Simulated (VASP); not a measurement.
# Ni3N2 (P6/mmm) in VASP: further runs

Runs on Ni3N2. Level: PBE. Tasks: single point, relaxation of cell and atoms.

Program: VASP 6.6.1. These are calculated values, not measurements. Logs are shortened: lines on timing, memory, paths and dates and some standing lists are left out, and cuts for length are marked.

## (1) The cell of the first run

It takes space group P6/mmm (No. 191, hexagonal). Conventional cell: a = 4.067 Å, b = 4.067 Å, c = 4.663 Å, α = 90.00°, β = 90.00°, γ = 120.00°. Within 3.1 Å of Ni (site symmetry -6m2) lie 3 Ni at 2.35 Å and 6 N at 2.43 Å. Ni (site symmetry 6/mmm) has 2 N at 1.72 Å within 2.3 Å. N (site symmetry 6mm) has 1 N at 1.23 Å and 1 Ni at 1.72 Å within 1.8 Å.

The cell was built from a structure type or drawn by symmetry, and may not be a known phase.

## (2) Single point, PBE, collinear spin, ferromagnetic start

Contents of INCAR:

```
SYSTEM = Ni3N2
  PREC = Accurate
  ENCUT = 520
  EDIFF = 1E-6
  ISMEAR = 0
  SIGMA = 0.1
  LREAL = .FALSE.
  LASPH = .TRUE.
  NELM = 150
  ALGO = Normal
  ISIF = 2
  LWAVE = .FALSE.
  LCHARG = .TRUE.
  ISPIN = 2
  MAGMOM = 2 2 2 0 0
  LORBIT = 11
  LMAXMIX = 4
  GGA = PE
  LELF = .TRUE.
  LVHAR = .TRUE.
  NBANDS = 32
```

Contents of KPOINTS:

```
Automatic mesh
0
G
  6 6 4
  0 0 0
```

Contents of POSCAR:

```
Ni3N2
1.0
    4.0671194717      0.0000000000      0.0000000000
   -2.0335597358      3.5222287827      0.0000000000
    0.0000000000      0.0000000000      4.6634510048
Ni N
3 2
Direct
    0.3333333333      0.6666666667      0.5000000000
    0.6666666667      0.3333333333      0.5000000000
    0.0000000000      0.0000000000      0.0000000000
    0.0000000000      0.0000000000      0.3678340077
    0.0000000000      0.0000000000      0.6321659923
```

Potentials or basis: VASP PAW PBE potentials, release 64 (Ni, N).

On the command line:

```
$ cat potpaw_PBE.64/Ni/POTCAR potpaw_PBE.64/N/POTCAR > POTCAR
$ mpirun -np 1 vasp_std > vasp.out
```

OUTCAR:

```text
SYSTEM = Ni3N2
   PREC = Accurate
   ENCUT = 520
   EDIFF = 1E-6
   ISMEAR = 0
   LREAL = .FALSE.
   LASPH = .TRUE.
   NELM = 150
   ISIF = 2
   ISPIN = 2
   LORBIT = 11
   GGA = PE

 ion  position               nearest neighbor table
   1  0.333  0.667  0.500-   2 2.35   2 2.35   2 2.35   5 2.43   4 2.43   5 2.43   4 2.43   5 2.43
                             4 2.43
   2  0.667  0.333  0.500-   1 2.35   1 2.35   1 2.35   5 2.43   4 2.43   4 2.43   5 2.43   4 2.43
                             5 2.43
   3  0.000  0.000  0.000-   4 1.72   5 1.72
   4  0.000  0.000  0.368-   5 1.23   3 1.72   1 2.43   2 2.43   1 2.43   2 2.43   2 2.43   1 2.43

   5  0.000  0.000  0.632-   4 1.23   3 1.72   1 2.43   2 2.43   1 2.43   2 2.43   2 2.43   1 2.43

  LATTYP: Found a hexagonal cell.
 ALAT       =     4.0671194717
 C/A-ratio  =     1.1466225758

  Lattice vectors:

 A1 = (   4.0671194717,   0.0000000000,   0.0000000000)
 A2 = (  -2.0335597358,   3.5222287827,   0.0000000000)
 A3 = (   0.0000000000,   0.0000000000,   4.6634510048)

Analysis of symmetry for initial positions (statically):
=====================================================================
 Subroutine PRICEL returns:
 Original cell was already a primitive cell.

 Routine SETGRP: Setting up the symmetry group for a
 hexagonal supercell.

 Subroutine GETGRP returns: Found 24 space group operations
 (whereof 24 operations were pure point group operations)
 out of a pool of 24 trial point group operations.

The static configuration has the point symmetry D_6h.

Analysis of symmetry for dynamics (positions and initial velocities):
=====================================================================
 Subroutine PRICEL returns:
 Original cell was already a primitive cell.

 Routine SETGRP: Setting up the symmetry group for a
 hexagonal supercell.

 Subroutine GETGRP returns: Found 24 space group operations
 (whereof 24 operations were pure point group operations)
 out of a pool of 24 trial point group operations.

The dynamic configuration has the point symmetry D_6h.

Analysis of structural, dynamic, and magnetic symmetry:
=====================================================================
 Subroutine PRICEL returns:
 Original cell was already a primitive cell.

 Routine SETGRP: Setting up the symmetry group for a
 hexagonal supercell.

 Subroutine GETGRP returns: Found 24 space group operations
[... 133 lines left out ...]
   IVDW    =     0    specifies the selected vdW correction
   LEPSILON=     F    determine dielectric tensor
   LRPA    =     F    only Hartree local field effects (RPA)
 spin polarized calculation
 Gauss-broadening in eV      SIGMA  =   0.10
  energy-cutoff  :      520.00
  volume of cell :       66.81
 maximum number of plane-waves:      1821
   NGX = 15   NGY = 15   NGZ = 17

 number of electron      39.9999978 magnetization       0.5566131

 Free energy of the ion-electron system (eV)
  ---------------------------------------------------
  ext. energy  EPLUGINS =         0.00000000
  ---------------------------------------------------
  free energy    TOTEN  =       -27.54820863 eV

  energy without entropy =      -27.52606935  energy(sigma->0) =      -27.53713899

 E-fermi :   5.1771     XC(G=0): -10.6132

 val. band max:        5.1743869754   @ k =   0.1667   0.1667   0.5000
 cond. band min:       5.1951145423   @ k =   0.1667  -0.0000   0.5000
 fundamental gap:      0.0207275669
 Fermi energy:         5.1770516917

 spin component 1

 k-point     1 :       0.0000    0.0000    0.0000
  band No.  band energies     occupation
      1     -18.0090      1.00000
      2      -6.9385      1.00000
      3      -4.9388      1.00000
      4      -3.1866      1.00000
      5      -3.1866      1.00000
      6       1.1665      1.00000
[... 724 lines left out ...]
     31      18.4021      0.00000
     32      18.4101      0.00000
 Fermi energy:         5.1770516917

 spin component 2

 k-point     1 :       0.0000    0.0000    0.0000
  band No.  band energies     occupation
      1     -18.0184      1.00000
      2      -6.9540      1.00000
      3      -4.9465      1.00000
      4      -3.1719      1.00000
      5      -3.1719      1.00000
      6       1.1534      1.00000
[... 724 lines left out ...]
     31      18.4007      0.00000
     32      18.4590      0.00000

------------------------ aborting loop because EDIFF is reached ----------------------------------------

  FORCE on cell =-STRESS in cart. coord.  units (eV):
  Direction    XX          YY          ZZ          XY          YZ          ZX
  --------------------------------------------------------------------------------------
  -------------------------------------------------------------------------------------
  Total       -0.0135616     -0.0135616      0.1973551     -0.0000000     -0.0000000      0.0000000
  in kB       -0.3252444     -0.3252444      4.7331137     -0.0000000     -0.0000000      0.0000000
  external PRESSURE =       1.3608750 kB  Pullay stress =       0.0000000 kB

 VOLUME and BASIS-vectors are now :
 -----------------------------------------------------------------------------
  energy-cutoff  :      520.00
  volume of cell :       66.81
      direct lattice vectors                 reciprocal lattice vectors
     4.067119472  0.000000000  0.000000000     0.245874262  0.141955572  0.000000000
    -2.033559736  3.522228783  0.000000000     0.000000000  0.283911143  0.000000000
     0.000000000  0.000000000  4.663451005     0.000000000  0.000000000  0.214433474

 POSITION                                       TOTAL-FORCE (eV/Angst)
 -----------------------------------------------------------------------------------
     -0.00000      2.34815      2.33173         0.000000     -0.000000     -0.000000
      2.03356      1.17408      2.33173         0.000000     -0.000000     -0.000000
      0.00000      0.00000      0.00000        -0.000000     -0.000000     -0.000000
      0.00000      0.00000      1.71538        -0.000000      0.000000     -0.176559
      0.00000      0.00000      2.94808        -0.000000      0.000000      0.176559
 -----------------------------------------------------------------------------------
    total drift:                                0.000000     -0.000000      0.000000

  FREE ENERGIE OF THE ION-ELECTRON SYSTEM (eV)
  ---------------------------------------------------
  free  energy   TOTEN  =       -27.5482086316 eV

  energy  without entropy=      -27.5260693522  energy(sigma->0) =      -27.53713899

 total charge

# of ion       s       p       d       tot
------------------------------------------
    1        0.363   0.256   8.501   9.119
    2        0.363   0.256   8.501   9.119
    3        0.435   0.519   8.520   9.474
    4        1.281   2.517   0.000   3.797
    5        1.281   2.517   0.000   3.797
--------------------------------------------------
tot          3.722   6.064  25.521  35.307

 magnetization (x)

# of ion       s       p       d       tot
------------------------------------------
    1       -0.008  -0.003   0.326   0.315
    2       -0.008  -0.003   0.326   0.315
    3       -0.000  -0.002  -0.031  -0.033
    4        0.000  -0.006   0.000  -0.006
    5        0.000  -0.006   0.000  -0.006
--------------------------------------------------
tot         -0.015  -0.020   0.620   0.585
```

OSZICAR:

```text
N       E                     dE             d eps       ncg     rms          rms(c)
DAV:   1     0.316613680249E+03    0.31661E+03   -0.17904E+04  2696   0.152E+03
DAV:   2     0.573355692066E+01   -0.31088E+03   -0.28757E+03  2808   0.334E+02
DAV:   3    -0.298538030790E+02   -0.35587E+02   -0.33369E+02  3160   0.125E+02
DAV:   4    -0.310498047667E+02   -0.11960E+01   -0.11855E+01  3080   0.240E+01
DAV:   5    -0.310798470896E+02   -0.30042E-01   -0.30030E-01  3504   0.358E+00    0.251E+01
DAV:   6    -0.402147449118E+02   -0.91349E+01   -0.50086E+01  3568   0.113E+02    0.378E+01
DAV:   7    -0.276726868434E+02    0.12542E+02   -0.26189E+01  3304   0.792E+01    0.973E+00
DAV:   8    -0.275681219073E+02    0.10456E+00   -0.30096E+00  3648   0.176E+01    0.497E+00
DAV:   9    -0.279533257439E+02   -0.38520E+00   -0.22360E+00  3880   0.264E+01    0.857E+00
DAV:  10    -0.275396561388E+02    0.41367E+00   -0.96249E-01  3400   0.187E+01    0.209E+00
DAV:  11    -0.275486718265E+02   -0.90157E-02   -0.60446E-02  3464   0.214E+00    0.929E-01
DAV:  12    -0.275480747890E+02    0.59704E-03   -0.16278E-02  4040   0.127E+00    0.311E-01
DAV:  13    -0.275482839600E+02   -0.20917E-03   -0.29142E-03  3208   0.525E-01    0.120E-01
DAV:  14    -0.275482038574E+02    0.80103E-04   -0.30395E-04  3768   0.168E-01    0.434E-02
DAV:  15    -0.275482112258E+02   -0.73684E-05   -0.64886E-05  3872   0.785E-02    0.204E-02
DAV:  16    -0.275482088894E+02    0.23364E-05   -0.61551E-06  3392   0.293E-02    0.102E-02
DAV:  17    -0.275482086316E+02    0.25780E-06   -0.21481E-06  2600   0.135E-02
   1 F= -.27548209E+02 E0= -.27537139E+02  d E =-.221393E-01  mag=     0.5556
```

Run time: 66 s. Hardware: 1 thread of Intel Xeon Platinum 8559C (Emerald Rapids), shared host; peak memory 0.23 GiB.

What came out:

* Free energy: -27.5482 eV
* Pressure: 0.1 GPa
* Largest force: 0.177 eV/Å
* Net moment: 0.56 μB per cell
* Site moments: Ni +0.32, -0.03 (each value once); N -0.01 μB
* Valence electrons inside the program's atomic spheres: Ni 9.12, 9.47 (each value once); N 3.80

Forces in eV/Å, atoms in the order of the input:
```
Ni   0.000  0.000  0.000
Ni   0.000  0.000  0.000
Ni   0.000  0.000  0.000
N    0.000  0.000 -0.177
N    0.000  0.000  0.177
```

Stress tensor (GPa, compression positive):
```
-0.03  0.00  0.00
 0.00 -0.03  0.00
 0.00  0.00  0.47
```

Caveat: the standard files for N, O and F lose accuracy on very short bonds.

## (3) Relaxation of cell and atoms, PBE, collinear spin, ferromagnetic start

This run uses another cell than the first one, of 10.25 Å³/atom.

Contents of INCAR:

```
ALGO = Normal
EDIFF = 1E-6
EDIFFG = -0.04
ENCUT = 600
GGA = PE
IBRION = 2
ISIF = 3
ISMEAR = 0
ISPIN = 2
LASPH = True
LCHARG = False
LMAXMIX = 4
LORBIT = 11
LREAL = False
LWAVE = False
MAGMOM = 2 2 2 0 0
NELM = 150
NSW = 90
PREC = Accurate
SIGMA = 0.1
```

Contents of KPOINTS:

```
k-points
0
Gamma
  6 6 4
```

Contents of POSCAR:

```
Ni3N2
1.0
    3.7799354000      0.0000000000      0.0000000000
   -1.8899677000      3.2735200800      0.0000000000
    0.0000000000      0.0000000000      4.1429417600
Ni N
3 2
Direct
    0.3333333300      0.6666666700      0.5000000000
    0.6666666700      0.3333333300      0.5000000000
    0.0000000000      0.0000000000      0.0000000000
    0.0000000000      0.0000000000      0.3498869300
    0.0000000000      0.0000000000      0.6501130700
```

Potentials or basis: VASP PAW PBE potentials, release 64 (Ni, N).

On the command line:

```
$ cat potpaw_PBE.64/Ni/POTCAR potpaw_PBE.64/N/POTCAR > POTCAR
$ mpirun -np 1 vasp_std > vasp.out
```

It took 14 min on 1 thread of Intel Xeon Platinum 8559C (Emerald Rapids), shared host; peak memory 0.24 GiB.

The run converged. Its results:

```
Free energy                                           : -27.5162 eV
Relaxed volume                                        : 13.30 Å³/atom
Relaxed cell                                          : a = 4.057 Å, b = 4.057 Å, c = 4.666 Å, α = 90.00°, β = 90.00°, γ = 120.00°
Space group after relaxing (to 0.1 Å)                 : P6/mmm (No. 191)
Pressure after relaxing                               : 0.1 GPa
Largest force after relaxing                          : 0.008 eV/Å
Band gap on the k mesh                                : zero (filled and empty bands overlap)
Net moment                                            : 0.00 μB per cell
Valence electrons inside the program's atomic spheres : Ni 9.13, 9.47 (each value once); N 3.79
```

Forces in eV/Å, atoms in the order of the input:
```
Ni   0.000  0.000  0.000
Ni   0.000  0.000  0.000
Ni   0.000  0.000  0.000
N    0.000  0.000 -0.008
N    0.000  0.000  0.008
```

Stress tensor (GPa, compression positive):
```
0.21 0.00 0.00
0.00 0.21 0.00
0.00 0.00 0.00
```

Final structure:
```xyz
5
Lattice="4.0573 0.0000 0.0000 -2.0286 3.5137 0.0000 0.0000 0.0000 4.6657" Properties=species:S:1:pos:R:3 pbc="T T T"
Ni    0.0000    2.3425    2.3329
Ni    2.0286    1.1712    2.3329
Ni   -2.0286    3.5137    0.0000
N     0.0000    0.0000    1.7153
N     0.0000    0.0000    2.9504
```

Levels at points of the mesh, in eV from the Fermi level:
Spin up:
| k point | band 17 | band 18 | band 19 | band 20 | band 21 | band 22 | band 23 | band 24 |
| --- | --- | --- | --- | --- | --- | --- | --- | --- |
| (0.00, 0.00, 0.00) | -0.52 | -0.42 | -0.13 | -0.13 | 0.92 | 2.14 | 2.14 | 4.17 |
| (0.50, 0.00, 0.00) | -0.77 | -0.49 | -0.40 | -0.30 | 1.46 | 1.87 | 2.19 | 2.24 |
| (0.00, 0.00, 0.50) | -0.87 | -0.79 | -0.36 | 0.08 | 0.08 | 0.84 | 0.84 | 2.01 |
| (0.50, 0.00, 0.50) | -0.62 | -0.54 | -0.44 | -0.26 | -0.09 | 0.71 | 1.75 | 2.92 |
Spin down:
```csv
k point,band 16,band 17,band 18,band 19,band 20,band 21,band 22,band 23,band 24,band 25
"(0.00, 0.00, 0.00)",-0.52,-0.52,-0.42,-0.13,-0.13,0.92,2.14,2.14,4.17,5.09
"(0.50, 0.00, 0.00)",-0.87,-0.77,-0.49,-0.40,-0.30,1.46,1.87,2.19,2.24,6.21
"(0.00, 0.00, 0.50)",-0.87,-0.87,-0.79,-0.36,0.08,0.08,0.84,0.84,2.01,5.76
"(0.50, 0.00, 0.50)",-0.62,-0.62,-0.54,-0.44,-0.26,-0.09,0.71,1.75,2.92,3.92
```

Caveat: the k points lie up to 0.34 Å⁻¹ apart in the final cell; the standard files for N, O and F lose accuracy on very short bonds; the volume moved by over 15 % at a fixed basis, so the end points are rough. With open d or f shells a metallic result of PBE can be an artefact of self-interaction; +U or a hybrid may open a gap.
